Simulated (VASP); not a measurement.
# Fe (Im-3m) in VASP: a series of runs, part 2 of 2

VASP 6.6.1.

### 4 Single point, PBE, collinear spin, ferromagnetic start

Input file INCAR:

```
  ALGO = Normal
  EDIFF = 1E-6
  ENCUT = 600
  GGA = PE
  GGA_COMPAT = False
  ISIF = 2
  ISMEAR = -1
  ISPIN = 2
  LASPH = True
  LCHARG = False
  LMAXMIX = 4
  LORBIT = 11
  LREAL = False
  LWAVE = False
  MAGMOM = 2.6
  NBANDS = 14
  NELM = 200
  NUPDOWN = 2.6
  PREC = Accurate
  SIGMA = 0.05
```

Input file KPOINTS:

```
k-points
0
Gamma
  13 13 13
```

Input file POSCAR:

```
Fe
1.0
   -1.4475000000      1.4475000000      1.4475000000
    1.4475000000     -1.4475000000      1.4475000000
    1.4475000000      1.4475000000     -1.4475000000
Fe
1
Direct
    0.0000000000      0.0000000000      0.0000000000
```

Potentials or basis: VASP PAW PBE potentials, release 64 (Fe).

Command:

```bash
cat potpaw_PBE.64/Fe/POTCAR > POTCAR
mpirun -np 1 vasp_std > vasp.out
```

OUTCAR:

```text
EDIFF = 1E-6
   ENCUT = 600
   GGA = PE
   ISIF = 2
   ISMEAR = -1
   ISPIN = 2
   LASPH = True
   LORBIT = 11
   LREAL = False
   NELM = 200
   NUPDOWN = 2.6
   PREC = Accurate

 ion  position               nearest neighbor table
   1  0.000  0.000  0.000-

  LATTYP: Found a body centered cubic cell.
 ALAT       =     2.8950000000

  Lattice vectors:

 A1 = (  -1.4475000000,   1.4475000000,   1.4475000000)
 A2 = (   1.4475000000,  -1.4475000000,   1.4475000000)
 A3 = (   1.4475000000,   1.4475000000,  -1.4475000000)

Analysis of symmetry for initial positions (statically):
=====================================================================
 Subroutine PRICEL returns:
 Original cell was already a primitive cell.

 Routine SETGRP: Setting up the symmetry group for a
 body centered cubic supercell.

 Subroutine GETGRP returns: Found 48 space group operations
 (whereof 48 operations were pure point group operations)
 out of a pool of 48 trial point group operations.

The static configuration has the point symmetry O_h .

Analysis of symmetry for dynamics (positions and initial velocities):
=====================================================================
 Subroutine PRICEL returns:
 Original cell was already a primitive cell.

 Routine SETGRP: Setting up the symmetry group for a
 body centered cubic supercell.

 Subroutine GETGRP returns: Found 48 space group operations
 (whereof 48 operations were pure point group operations)
 out of a pool of 48 trial point group operations.

The dynamic configuration has the point symmetry O_h .

Analysis of structural, dynamic, and magnetic symmetry:
=====================================================================
 Subroutine PRICEL returns:
 Original cell was already a primitive cell.

 Routine SETGRP: Setting up the symmetry group for a
 body centered cubic supercell.

 Subroutine GETGRP returns: Found 48 space group operations
 (whereof 48 operations were pure point group operations)
 out of a pool of 48 trial point group operations.

The overall configuration has the point symmetry O_h .

 Subroutine INISYM returns: Found 48 space group operations
 (whereof 48 operations are pure point group operations),
 and found     1 'primitive' translations

----------------------------------------------------------------------------------------

                                     Primitive cell

  volume of cell :      12.1315

  direct lattice vectors                    reciprocal lattice vectors
    -1.447500000  1.447500000  1.447500000     0.000000000  0.345423143  0.345423143
     1.447500000 -1.447500000  1.447500000     0.345423143  0.000000000  0.345423143
     1.447500000  1.447500000 -1.447500000     0.345423143  0.345423143  0.000000000

  length of vectors
     2.507143544  2.507143544  2.507143544     0.488502094  0.488502094  0.488502094

  position of ions in fractional coordinates (direct lattice)
     0.000000000  0.000000000  0.000000000

  ion indices of the primitive-cell ions
   primitive index   ion index
                 1           1

----------------------------------------------------------------------------------------

 KPOINTS: k-points

Automatic generation of k-mesh.
 Grid dimensions read from file:
 generate k-points for:   13   13   13

[... 65 lines left out ...]
   EDIFFG = 0.1E-04   stopping-criterion for IOM
   NSW    =      0    number of steps for IOM
   IBRION =     -1    ionic relax: 0-MD 1-quasi-New 2-CG
   NFREE  =      0    steps in history (QN), initial steepest desc. (CG)
   ISIF   =      2    stress and relaxation
   ISYM   =      2    0-nonsym 1-usesym 2-fastsym
   POTIM  = 0.5000    time-step for ionic-motion
   TEBEG  =    0.0;   TEEND  =   0.0 temperature during run
   PSTRESS=    0.0 pullay stress
   NELECT =       8.0000    total number of electrons
   NUPDOWN=       2.6000    fix difference up-down
   EMIN   =  10.00;   EMAX   =-10.00  energy-range for DOS
   EFERMI =   0.00;   METHOD = LEGACY
   ISMEAR =    -1;   SIGMA  =   0.05  broadening in eV -4-tet -1-fermi 0-gaus
   EFERMI_NEDOS =   21; number of points for ismear=-14 and -15
   IALGO  =     38    algorithm
   IMIX   =      4    mixing-type and parameters
     AMIX     =   0.40;   BMIX     =  1.00
     AMIX_MAG =   1.60;   BMIX_MAG =  1.00
  volume/ion in A,a.u.               =      12.13        81.87
  Fermi-wavevector in a.u.,A,eV,Ry     =   1.424950  2.692765 27.626387  2.030482
  Thomas-Fermi vector in A             =   2.545386
   LORBIT       =     11    0 simple, 1 ext, 2 COOP (PROOUT), +10 PAW based schemes
   GGA     = PE    functional components
   LHFCALC =     F    Hartree Fock is set to
   AEXX    =    0.0000 exact exchange contribution
   IVDW    =     0    specifies the selected vdW correction
   LEPSILON=     F    determine dielectric tensor
   LRPA    =     F    only Hartree local field effects (RPA)
 spin polarized calculation
  energy-cutoff  :      600.00
  volume of cell :       12.13
 maximum number of plane-waves:       420
   NGX =  9   NGY =  9   NGZ =  9

 number of electron       7.9999995 magnetization       2.5999998

 Free energy of the ion-electron system (eV)
  ---------------------------------------------------
  ext. energy  EPLUGINS =         0.00000000
  ---------------------------------------------------
  free energy    TOTEN  =        -8.19881778 eV

  energy without entropy =       -8.18989660  energy(sigma->0) =       -8.19435719

 E-fermi :   5.1020     XC(G=0): -12.7342

 val. band max:        5.3299052158   @ k =  -0.3077   0.3846   0.0769
 cond. band min:       5.1238366292   @ k =  -0.2308   0.2308   0.1538
 fundamental gap:     -0.2060685866
 Fermi energy:         5.3433045967

 spin component 1

 k-point     1 :       0.0000    0.0000    0.0000
  band No.  band energies     occupation
      1      -2.9117      1.00000
      2       2.8868      1.00000
      3       2.8868      1.00000
      4       2.8868      1.00000
      5       4.0742      1.00000
      6       4.0742      1.00000
      7      29.5239      0.00000
      8      29.5239      0.00000
      9      29.5239      0.00000
     10      34.2298      0.00000
     11      34.2298      0.00000
     12      36.1091      0.00000
     13      36.1127      0.00000
     14      36.1840      0.00000
[... 379 lines left out ...]
      3       2.5371      1.00000
      4       4.0112      1.00000
      5       4.1643      1.00000
      6       5.1199      0.98865
      7      17.9026      0.00000
      8      21.9628      0.00000
      9      23.4985      0.00000
     10      31.0582      0.00000
     11      34.6803      0.00000
     12      36.9918      0.00000
     13      38.8036      0.00000
     14      42.0138      0.00000

 [... further k-points ...]

 spin component 2

 k-point     1 :       0.0000    0.0000    0.0000
  band No.  band energies     occupation
      1      -2.6794      1.00000
      2       5.2647      0.03714
      3       5.2648      0.03709
      4       5.2648      0.03709
      5       7.0640      0.00000
      6       7.0641      0.00000
      7      29.2827      0.00000
      8      29.2827      0.00000
      9      29.2827      0.00000
     10      34.3989      0.00000
     11      34.3989      0.00000
     12      36.9814      0.00000
     13      36.9814      0.00000
     14      36.9814      0.00000
[... 379 lines left out ...]
      3       4.4775      1.00000
      4       6.9037      0.00000
      5       7.1838      0.00000
      6       7.5539      0.00000
      7      18.7952      0.00000
      8      22.4287      0.00000
      9      24.3536      0.00000
     10      31.1486      0.00000
     11      35.3635      0.00000
     12      37.3027      0.00000
     13      39.1871      0.00000
     14      42.6229      0.00000

 [... further k-points ...]
[... 5 lines left out ...]
  --------------------------------------------------------------------------------------
  -------------------------------------------------------------------------------------
  Total       -0.2966364     -0.2966364     -0.2966364      0.0000000     -0.0000000     -0.0000000
  in kB      -39.1759235    -39.1759235    -39.1759235      0.0000000     -0.0000000     -0.0000000
  external PRESSURE =     -39.1759235 kB  Pullay stress =       0.0000000 kB

 VOLUME and BASIS-vectors are now :
 -----------------------------------------------------------------------------
  energy-cutoff  :      600.00
  volume of cell :       12.13
      direct lattice vectors                 reciprocal lattice vectors
    -1.447500000  1.447500000  1.447500000     0.000000000  0.345423143  0.345423143
     1.447500000 -1.447500000  1.447500000     0.345423143  0.000000000  0.345423143
     1.447500000  1.447500000 -1.447500000     0.345423143  0.345423143  0.000000000

 POSITION                                       TOTAL-FORCE (eV/Angst)
 -----------------------------------------------------------------------------------
      0.00000      0.00000      0.00000        -0.000000      0.000000      0.000000
 -----------------------------------------------------------------------------------
    total drift:                                0.000000     -0.000000      0.000000

  FREE ENERGIE OF THE ION-ELECTRON SYSTEM (eV)
  ---------------------------------------------------
  free  energy   TOTEN  =        -8.1988177769 eV

  energy  without entropy=       -8.1898965999  energy(sigma->0) =       -8.19435719

 total charge

# of ion       s       p       d       tot
------------------------------------------
    1        0.464   0.484   6.195   7.142

 magnetization (x)

# of ion       s       p       d       tot
------------------------------------------
    1       -0.012  -0.046   2.658   2.601
```

It took 54 s on 1 thread of Intel Xeon 8259CL, shared host; peak memory 0.15 GiB.

What came out:

| Property | Result |
| --- | --- |
| Free energy | -8.1988 eV |
| Pressure | -3.9 GPa |
| Net moment | 2.60 μB per cell |
| Site moments | Fe +2.60 μB |
| Valence electrons inside the program's atomic spheres | Fe 7.14 |

Caveat: the total moment is fixed, so each spin has its own Fermi level.

### 5 The runs side by side

| fixed moment (μB) | pressure (GPa) | moment (μB) |
| --- | --- | --- |
| 0.52 | -26.2 | 0.52 |
| 1.56 | -20.3 | 1.56 |
| 2.6 | -3.9 | 2.60 |

Alike in all rows: task single point; level PBE; potentials or basis VASP PAW PBE potentials, release 64 (Fe); spin collinear, ferromagnetic start; cell as given; k mesh 13 × 13 × 13; cutoff (eV) 600; smearing fermi-dirac 0.05 eV.

Caveats: the total moment is fixed, so each spin has its own Fermi level.

Absolute energies hang on the potentials; compare differences alone.
